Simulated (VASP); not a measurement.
W, 1 atom in the cell. Symmetry: Im-3m, No. 229, cubic system. The conventional cell has a = 3.122 Å, b = 3.122 Å, c = 3.122 Å, α = 90.00°, β = 90.00°, γ = 90.00°. Within 3.6 Å of W (site symmetry m-3m) lie 14 W at 2.70 to 3.12 Å. 

```yaml
Program: VASP 6.6.1
Task: single point
Functional: PBEsol
Potentials_or_basis: VASP PAW PBE potentials, release 64 (W_sv)
Cutoff: 520 eV
k_mesh: 12 × 12 × 12
Occupations: fermi-dirac, width 0.05 eV
Spin: non-collinear spin, zero start, spin-orbit coupling
Starting_moments: "[[0.0, 0.0, 0.0]] μB"
Dipole_correction: no
Further_INCAR_settings: ALGO = Normal; EDIFF = 1e-07; NBANDS = 25
```

Potentials or basis: VASP PAW PBE potentials, release 64 (W_sv).

Command:

```sh
$ cat potpaw_PBE.64/W_sv/POTCAR > POTCAR
$ mpirun -np 1 vasp_ncl > vasp.out
```

Hardware: 1 thread of Intel Xeon 6975P-C, on a shared host.

Question: How long does it take, and how much memory?

Answer: Wall time 52 s on 1 thread of Intel Xeon 6975P-C (shared host), peak memory 0.18 GiB. Counts: scf iterations 12, k points 72.
